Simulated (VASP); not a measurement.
# Te (P3_121) in VASP: a series of runs

The runs below take Te through single point, relaxation of shape and atoms at fixed volume, with PBE.

Everything below comes from runs of VASP 6.6.1. Logs are shortened: lines on timing, memory, paths and dates and some standing lists are left out, and cuts for length are marked.

**1. The cell of the first run**

It takes space group P3_121 (No. 152, trigonal). The conventional cell has a = 4.588 Å, b = 4.588 Å, c = 5.952 Å, α = 90.00°, β = 90.00°, γ = 120.00°. Within 3.8 Å of Te (site symmetry 2) lie 6 Te at 2.88 to 3.57 Å.

**2. Single point, PBE (36.16 Å³/atom)**

File INCAR:

```
SYSTEM = Te
PREC = Accurate
ENCUT = 520
EDIFF = 1E-6
ISMEAR = 0
SIGMA = 0.01
LREAL = .FALSE.
LASPH = .TRUE.
NELM = 100
ALGO = Normal
ISIF = 2
LWAVE = .FALSE.
LCHARG = .TRUE.
GGA = PE
LELF = .TRUE.
LVHAR = .TRUE.
NBANDS = 16
```

File KPOINTS:

```
regular mesh
0
G
  12 12 6
  0 0 0
```

File POSCAR:

```
Te
1.0
    4.5877085714      0.0000000000      0.0000000000
   -2.2938542857      3.9730721680      0.0000000000
    0.0000000000      0.0000000000      5.9515257704
Te
3
Direct
    0.2623795037      0.0000000000      0.3333333333
    0.0000000000      0.2623795037      0.6666666667
    0.7376204963      0.7376204963      0.0000000000
```

Potentials or basis: VASP PAW PBE potentials, release 64 (Te).

The run is started by

```bash
$ cat potpaw_PBE.64/Te/POTCAR > POTCAR
$ mpirun -np 1 vasp_std > vasp.out
```

OUTCAR:

```text
SYSTEM = Te
   PREC = Accurate
   ENCUT = 520
   EDIFF = 1E-6
   ISMEAR = 0
   LREAL = .FALSE.
   LASPH = .TRUE.
   NELM = 100
   ISIF = 2
   GGA = PE

 ion  position               nearest neighbor table
   1  0.262  0.000  0.333-   3 2.88   2 2.88   3 3.57   3 3.57   2 3.57   2 3.57
   2  0.000  0.262  0.667-   3 2.88   1 2.88   3 3.57   3 3.57   1 3.57   1 3.57
   3  0.738  0.738  0.000-   1 2.88   2 2.88   1 3.57   2 3.57   2 3.57   1 3.57

  LATTYP: Found a hexagonal cell.
 ALAT       =     4.5877085714
 C/A-ratio  =     1.2972763369

  Lattice vectors:

 A1 = (   4.5877085714,   0.0000000000,   0.0000000000)
 A2 = (  -2.2938542857,   3.9730721680,   0.0000000000)
 A3 = (   0.0000000000,   0.0000000000,   5.9515257704)

Analysis of symmetry for initial positions (statically):
=====================================================================
 Subroutine PRICEL returns:
 Original cell was already a primitive cell.

 Routine SETGRP: Setting up the symmetry group for a
 hexagonal supercell.

 Subroutine GETGRP returns: Found  6 space group operations
 (whereof  2 operations were pure point group operations)
 out of a pool of 24 trial point group operations.

The static configuration has the point symmetry C_2 .
 The point group associated with its full space group is D_3 .

Analysis of symmetry for dynamics (positions and initial velocities):
=====================================================================
 Subroutine PRICEL returns:
 Original cell was already a primitive cell.

 Routine SETGRP: Setting up the symmetry group for a
 hexagonal supercell.

 Subroutine GETGRP returns: Found  6 space group operations
 (whereof  2 operations were pure point group operations)
 out of a pool of 24 trial point group operations.

The dynamic configuration has the point symmetry C_2 .
 The point group associated with its full space group is D_3 .

 Subroutine INISYM returns: Found  6 space group operations
 (whereof  2 operations are pure point group operations),
 and found     1 'primitive' translations

----------------------------------------------------------------------------------------

                                     Primitive cell

  volume of cell :     108.4802

  direct lattice vectors                    reciprocal lattice vectors
     4.587708571  0.000000000  0.000000000     0.217973741  0.125847198  0.000000000
    -2.293854286  3.973072168  0.000000000     0.000000000  0.251694396  0.000000000
     0.000000000  0.000000000  5.951525770     0.000000000  0.000000000  0.168024140

  length of vectors
     4.587708571  4.587708571  5.951525770     0.251694396  0.251694396  0.168024140

  position of ions in fractional coordinates (direct lattice)
     0.262379504  0.000000000  0.333333333
     0.000000000  0.262379504  0.666666667
     0.737620496  0.737620496  0.000000000

  ion indices of the primitive-cell ions
   primitive index   ion index
                 1           1
                 2           2
                 3           3

----------------------------------------------------------------------------------------

 KPOINTS: regular mesh

Automatic generation of k-mesh.
 Grid dimensions read from file:
 generate k-points for:   12   12    6

 Generating k-lattice:

  Cartesian coordinates                     Fractional coordinates (reciprocal lattice)
     0.018164478  0.010487267  0.000000000     0.083333333  0.000000000  0.000000000
     0.000000000  0.020974533  0.000000000     0.000000000  0.083333333  0.000000000
     0.000000000  0.000000000  0.028004023     0.000000000  0.000000000  0.166666667

  Length of vectors
     0.020974533  0.020974533  0.028004023

  Shift w.r.t. Gamma in fractional coordinates (k-lattice)
     0.000000000  0.000000000  0.000000000

 Subroutine IBZKPT returns following result:
 ===========================================

 Found    100 irreducible k-points:

 Following reciprocal coordinates:
            Coordinates               Weight
  0.000000  0.000000  0.000000      1.000000
  0.083333 -0.000000  0.000000      6.000000
  0.166667 -0.000000  0.000000      6.000000
  0.250000 -0.000000  0.000000      6.000000
  0.333333 -0.000000  0.000000      6.000000
  0.416667 -0.000000  0.000000      6.000000
[... 16 lines left out ...]
  0.166667 -0.000000  0.166667      6.000000
  0.000000  0.166667  0.166667      6.000000
 [... further k-points ...]
   k-points           NKPTS =    100   k-points in BZ     NKDIM =    100   number of bands    NBANDS=     16
   number of dos      NEDOS =    301   number of ions     NIONS =      3
   total plane-waves  NPLWV =  62208
   dimension x,y,z NGX =    36 NGY =   36 NGZ =   48
   dimension x,y,z NGXF=    72 NGYF=   72 NGZF=   96
   ions per type =               3
   NGX,Y,Z   is equivalent  to a cutoff of  13.05, 13.05, 13.41 a.u.
   NGXF,Y,Z  is equivalent  to a cutoff of  26.09, 26.09, 26.82 a.u.
 SYSTEM =  Te
   PREC   = accura    normal or accurate (medium, high low for compatibility)
   ISTART =      0    job   : 0-new  1-cont  2-samecut
   ICHARG =      2    charge: 1-file 2-atom 10-const
   ISPIN  =      1    spin polarized calculation?
   LNONCOLLINEAR =      F non collinear calculations
   LSORBIT =      F    spin-orbit coupling
   LASPH  =      T    aspherical Exc in radial PAW
   ENCUT  =  520.0 eV  38.22 Ry    6.18 a.u.   8.53  8.53 11.07*2*pi/ulx,y,z
   NELM   =    100;   NELMIN=  2; NELMDL= -5     # of ELM steps
   EDIFF  = 0.1E-05   stopping-criterion for ELM
   LREAL  =      F    real-space projection
   EDIFFG = 0.1E-04   stopping-criterion for IOM
   NSW    =      0    number of steps for IOM
   IBRION =     -1    ionic relax: 0-MD 1-quasi-New 2-CG
   NFREE  =      0    steps in history (QN), initial steepest desc. (CG)
   ISIF   =      2    stress and relaxation
   ISYM   =      2    0-nonsym 1-usesym 2-fastsym
   POTIM  = 0.5000    time-step for ionic-motion
   TEBEG  =    0.0;   TEEND  =   0.0 temperature during run
   PSTRESS=    0.0 pullay stress
   NELECT =      18.0000    total number of electrons
   NUPDOWN=      -1.0000    fix difference up-down
   EMIN   =  10.00;   EMAX   =-10.00  energy-range for DOS
   EFERMI =   0.00;   METHOD = LEGACY
   ISMEAR =     0;   SIGMA  =   0.01  broadening in eV -4-tet -1-fermi 0-gaus
   EFERMI_NEDOS =   21; number of points for ismear=-14 and -15
   IALGO  =     38    algorithm
   IMIX   =      4    mixing-type and parameters
     AMIX     =   0.40;   BMIX     =  1.00
     AMIX_MAG =   1.60;   BMIX_MAG =  1.00
  volume/ion in A,a.u.               =      36.16       244.02
  Fermi-wavevector in a.u.,A,eV,Ry     =   0.899599  1.699995 11.010892  0.809278
  Thomas-Fermi vector in A             =   2.022452
   LORBIT       =      0    0 simple, 1 ext, 2 COOP (PROOUT), +10 PAW based schemes
   GGA     = PE    functional components
   LHFCALC =     F    Hartree Fock is set to
   AEXX    =    0.0000 exact exchange contribution
   IVDW    =     0    specifies the selected vdW correction
   LEPSILON=     F    determine dielectric tensor
   LRPA    =     F    only Hartree local field effects (RPA)
 non-spin polarized calculation
 Gauss-broadening in eV      SIGMA  =   0.01
  energy-cutoff  :      520.00
  volume of cell :      108.48
 maximum number of plane-waves:      2950
 NGX is ok and might be reduce to    36
   NGX = 17   NGY = 17   NGZ = 23

 number of electron      18.0000000 magnetization

 Free energy of the ion-electron system (eV)
  ---------------------------------------------------
  ext. energy  EPLUGINS =         0.00000000
  ---------------------------------------------------
  free energy    TOTEN  =        -9.42681445 eV

  energy without entropy =       -9.42681445  energy(sigma->0) =       -9.42681445

 E-fermi :   5.2422     XC(G=0):  -8.7777

 val. band max:        5.1411808814   @ k =   0.3333   0.3333   0.5000
 cond. band min:       5.4328268780   @ k =   0.3333   0.3333   0.5000
 fundamental gap:      0.2916459966
 Fermi energy:         5.2422227607

 k-point     1 :       0.0000    0.0000    0.0000
  band No.  band energies     occupation
      1      -8.0756      2.00000
      2      -4.9635      2.00000
      3      -4.9635      2.00000
      4       2.1938      2.00000
      5       2.4078      2.00000
      6       2.4078      2.00000
[... 8 lines left out ...]
     15      10.9128      0.00000
     16      11.5664      0.00000

 k-point     2 :       0.0833   -0.0000    0.0000
  band No.  band energies     occupation
      1      -8.0351      2.00000
      2      -4.9805      2.00000
      3      -4.9554      2.00000
      4       1.8523      2.00000
      5       2.1899      2.00000
      6       2.3709      2.00000
[... 8 lines left out ...]
     15      11.1214      0.00000
     16      11.5307      0.00000

 k-point     3 :       0.1667   -0.0000    0.0000
  band No.  band energies     occupation
      1      -7.9169      2.00000
      2      -5.0407      2.00000
      3      -4.9321      2.00000
      4       1.3073      2.00000
      5       1.8370      2.00000
      6       2.1923      2.00000
[... 8 lines left out ...]
     15      11.3461      0.00000
     16      11.7364      0.00000

 k-point     4 :       0.2500   -0.0000    0.0000
  band No.  band energies     occupation
      1      -7.7335      2.00000
      2      -5.1611      2.00000
      3      -4.8979      2.00000
      4       0.8948      2.00000
      5       1.5016      2.00000
      6       1.9762      2.00000
[... 8 lines left out ...]
     15      11.6319      0.00000
     16      12.2834      0.00000
[... 324 lines left out ...]
 k-point    22 :       0.0000    0.0833    0.1667
  band No.  band energies     occupation
      1      -7.9393      2.00000
      2      -5.8089      2.00000
      3      -4.1337      2.00000
      4       1.8525      2.00000
      5       1.9904      2.00000
      6       2.5178      2.00000
[... 8 lines left out ...]
     15      11.0611      0.00000
     16      11.2890      0.00000

 k-point    23 :       0.1667   -0.0000    0.1667
  band No.  band energies     occupation
      1      -7.8246      2.00000
      2      -5.7577      2.00000
      3      -4.2596      2.00000
      4       1.3893      2.00000
      5       1.9821      2.00000
      6       2.3220      2.00000
[... 8 lines left out ...]
     15      11.0165      0.00000
     16      11.4875      0.00000

 k-point    24 :       0.0000    0.1667    0.1667
  band No.  band energies     occupation
      1      -7.8221      2.00000
      2      -5.7827      2.00000
      3      -4.2125      2.00000
      4       1.3799      2.00000
      5       1.5545      2.00000
      6       2.2886      2.00000
[... 8 lines left out ...]
     15      11.3375      0.00000
     16      11.6978      0.00000

 [... further k-points ...]

------------------------ aborting loop because EDIFF is reached ----------------------------------------

  FORCE on cell =-STRESS in cart. coord.  units (eV):
  Direction    XX          YY          ZZ          XY          YZ          ZX
  --------------------------------------------------------------------------------------
  -------------------------------------------------------------------------------------
  Total       -0.2767738     -0.2767738     -0.2934409      0.0000000      0.0000000     -0.0000000
  in kB       -4.0877564     -4.0877564     -4.3339178      0.0000000      0.0000000     -0.0000000
  external PRESSURE =      -4.1698102 kB  Pullay stress =       0.0000000 kB

 VOLUME and BASIS-vectors are now :
 -----------------------------------------------------------------------------
  energy-cutoff  :      520.00
  volume of cell :      108.48
      direct lattice vectors                 reciprocal lattice vectors
     4.587708571  0.000000000  0.000000000     0.217973741  0.125847198  0.000000000
    -2.293854286  3.973072168  0.000000000     0.000000000  0.251694396  0.000000000
     0.000000000  0.000000000  5.951525770     0.000000000  0.000000000  0.168024140

 POSITION                                       TOTAL-FORCE (eV/Angst)
 -----------------------------------------------------------------------------------
      1.20372      0.00000      1.98384         0.015185      0.000000      0.000000
     -0.60186      1.04245      3.96768        -0.007593      0.013151     -0.000000
      1.69199      2.93062      0.00000        -0.007593     -0.013151      0.000000
 -----------------------------------------------------------------------------------
    total drift:                                0.000000     -0.000000      0.000000

  FREE ENERGIE OF THE ION-ELECTRON SYSTEM (eV)
  ---------------------------------------------------
  free  energy   TOTEN  =        -9.4268144548 eV

  energy  without entropy=       -9.4268144548  energy(sigma->0) =       -9.42681445
```

Wall time 60 s (1 thread of Intel Xeon 6975P-C (Granite Rapids), shared host); peak memory 0.31 GiB.

Results:

| Property | Result |
| --- | --- |
| Free energy | -9.4268 eV |
| Pressure | -0.4 GPa |
| Largest force | 0.015 eV/Å |
| Band gap on the k mesh | 0.29 eV |

Forces on the atoms (eV/Å):
```
Te   0.015  0.000  0.000
Te  -0.008  0.013  0.000
Te  -0.008 -0.013  0.000
```

Caveat: spin-orbit coupling is left out, which moves the levels of the heavy elements. A k mesh can miss the band edges.

**3. Single point, PBE (37.21 Å³/atom)**

This run uses another cell than the first one, of 37.21 Å³/atom.

Changes to INCAR since step 2:

```diff
@@ -8,3 +8,3 @@
 LASPH = .TRUE.
-NELM = 100
+NELM = 80
 ALGO = Normal
```

File KPOINTS:

```
Automatic mesh
0
G
  12 12 6
  0 0 0
```

File POSCAR:

```
Te
1.0
    4.6571195312      0.0000000000      0.0000000000
   -2.3285597656      4.0331838225      0.0000000000
    0.0000000000      0.0000000000      5.9436582941
Te
3
Direct
    0.2569620626      0.0000000000      0.3333333333
    0.0000000000      0.2569620626      0.6666666667
    0.7430379374      0.7430379374      0.0000000000
```

Potentials or basis: VASP PAW PBE potentials, release 64 (Te).

The run is started by

```bash
$ cat potpaw_PBE.64/Te/POTCAR > POTCAR
$ mpirun -np 1 vasp_std > vasp.out
```

OUTCAR:

```text
SYSTEM = Te
   PREC = Accurate
   ENCUT = 520
   EDIFF = 1E-6
   ISMEAR = 0
   LREAL = .FALSE.
   LASPH = .TRUE.
   NELM = 80
   ISIF = 2
   GGA = PE

 ion  position               nearest neighbor table
   1  0.257  0.000  0.333-   3 2.87   2 2.87   3 3.63   3 3.63   2 3.63   2 3.63
   2  0.000  0.257  0.667-   3 2.87   1 2.87   3 3.63   3 3.63   1 3.63   1 3.63
   3  0.743  0.743  0.000-   1 2.87   2 2.87   1 3.63   2 3.63   2 3.63   1 3.63

  LATTYP: Found a hexagonal cell.
 ALAT       =     4.6571195312
 C/A-ratio  =     1.2762520383

  Lattice vectors:

 A1 = (   4.6571195312,   0.0000000000,   0.0000000000)
 A2 = (  -2.3285597656,   4.0331838225,   0.0000000000)
 A3 = (   0.0000000000,   0.0000000000,   5.9436582941)

Analysis of symmetry for initial positions (statically):
=====================================================================
 Subroutine PRICEL returns:
 Original cell was already a primitive cell.

 Routine SETGRP: Setting up the symmetry group for a
 hexagonal supercell.

 Subroutine GETGRP returns: Found  6 space group operations
 (whereof  2 operations were pure point group operations)
 out of a pool of 24 trial point group operations.

[... 170 lines left out ...]
 cond. band min:       5.1600264330   @ k =   0.3333   0.3333   0.5000
 fundamental gap:      0.3737619322
 Fermi energy:         4.8318878093

 k-point     1 :       0.0000    0.0000    0.0000
  band No.  band energies     occupation
      1      -8.2959      2.00000
      2      -5.2298      2.00000
      3      -5.2298      2.00000
      4       1.8678      2.00000
      5       2.0320      2.00000
      6       2.0320      2.00000
[... 433 lines left out ...]
      3      -4.5047      2.00000
      4       1.1242      2.00000
      5       1.2695      2.00000
      6       2.0030      2.00000
[... 8 lines left out ...]
     15      10.9813      0.00000
     16      11.3589      0.00000

 [... further k-points ...]

------------------------ aborting loop because EDIFF is reached ----------------------------------------

  FORCE on cell =-STRESS in cart. coord.  units (eV):
  Direction    XX          YY          ZZ          XY          YZ          ZX
  --------------------------------------------------------------------------------------
  -------------------------------------------------------------------------------------
  Total       -0.4907153     -0.4907153     -0.5229708      0.0000000      0.0000000      0.0000000
  in kB       -7.0424038     -7.0424038     -7.5053123      0.0000000      0.0000000      0.0000000
  external PRESSURE =      -7.1967066 kB  Pullay stress =       0.0000000 kB

 VOLUME and BASIS-vectors are now :
 -----------------------------------------------------------------------------
  energy-cutoff  :      520.00
  volume of cell :      111.64
      direct lattice vectors                 reciprocal lattice vectors
     4.657119531  0.000000000  0.000000000     0.214725002  0.123971538  0.000000000
    -2.328559766  4.033183822  0.000000000     0.000000000  0.247943075  0.000000000
     0.000000000  0.000000000  5.943658294     0.000000000  0.000000000  0.168246550

 POSITION                                       TOTAL-FORCE (eV/Angst)
 -----------------------------------------------------------------------------------
      1.19670      0.00000      1.98122         0.015726     -0.000000     -0.000000
     -0.59835      1.03638      3.96244        -0.007863      0.013619      0.000000
      1.73021      2.99681      0.00000        -0.007863     -0.013619      0.000000
 -----------------------------------------------------------------------------------
    total drift:                                0.000000     -0.000000      0.000000

  FREE ENERGIE OF THE ION-ELECTRON SYSTEM (eV)
  ---------------------------------------------------
  free  energy   TOTEN  =        -9.4145706375 eV

  energy  without entropy=       -9.4145706375  energy(sigma->0) =       -9.41457064
```

OSZICAR:

```text
N       E                     dE             d eps       ncg     rms          rms(c)
DAV:   1     0.733548060407E+02    0.73355E+02   -0.63873E+03  3200   0.887E+02
DAV:   2    -0.451767815102E+01   -0.77872E+02   -0.73876E+02  4216   0.133E+02
DAV:   3    -0.934835503429E+01   -0.48307E+01   -0.48105E+01  4008   0.373E+01
DAV:   4    -0.944120727501E+01   -0.92852E-01   -0.92845E-01  4992   0.590E+00
DAV:   5    -0.944228188933E+01   -0.10746E-02   -0.10746E-02  4216   0.555E-01    0.108E+01
DAV:   6    -0.941979212528E+01    0.22490E-01   -0.21034E-02  4128   0.844E-01    0.691E+00
DAV:   7    -0.941545539968E+01    0.43367E-02   -0.49000E-02  3768   0.130E+00    0.327E-01
DAV:   8    -0.941448192250E+01    0.97348E-03   -0.86749E-03  3704   0.502E-01    0.157E-01
DAV:   9    -0.941452464784E+01   -0.42725E-04   -0.25087E-04  4664   0.100E-01    0.103E-01
DAV:  10    -0.941457391907E+01   -0.49271E-04   -0.63836E-05  3992   0.497E-02    0.124E-02
DAV:  11    -0.941457023410E+01    0.36850E-05   -0.13505E-05  4352   0.215E-02    0.621E-03
DAV:  12    -0.941457063748E+01   -0.40338E-06   -0.14144E-06  3336   0.712E-03
   1 F= -.94145706E+01 E0= -.94145706E+01  d E =-.238890E-13
```

stdout:

```text
POSCAR found type information on POSCAR Te
 POSCAR found :  1 types and       3 ions
 scaLAPACK will be used
 LDA part: xc-table for (Slater+PW92), standard interpolation
 POSCAR, INCAR and KPOINTS ok, starting setup
 FFT: planning ... GRIDC
 FFT: planning ... GRID_SOFT
 FFT: planning ... GRID
 WAVECAR not read
 entering main loop
```

Run time: 60 s. Hardware: 1 thread of Intel Xeon 6975P-C (Granite Rapids), shared host; peak memory 0.32 GiB.

Results:

| Item | Value |
| --- | --- |
| Free energy | -9.4146 eV |
| Pressure | -0.7 GPa |
| Largest force | 0.016 eV/Å |
| Band gap on the k mesh | 0.37 eV |

Forces in eV/Å, atoms in the order of the input:
```
Te   0.016  0.000  0.000
Te  -0.008  0.014  0.000
Te  -0.008 -0.014  0.000
```

Caveat: spin-orbit coupling is left out, which moves the levels of the heavy elements.

(Part 1 of 2 ends here.)
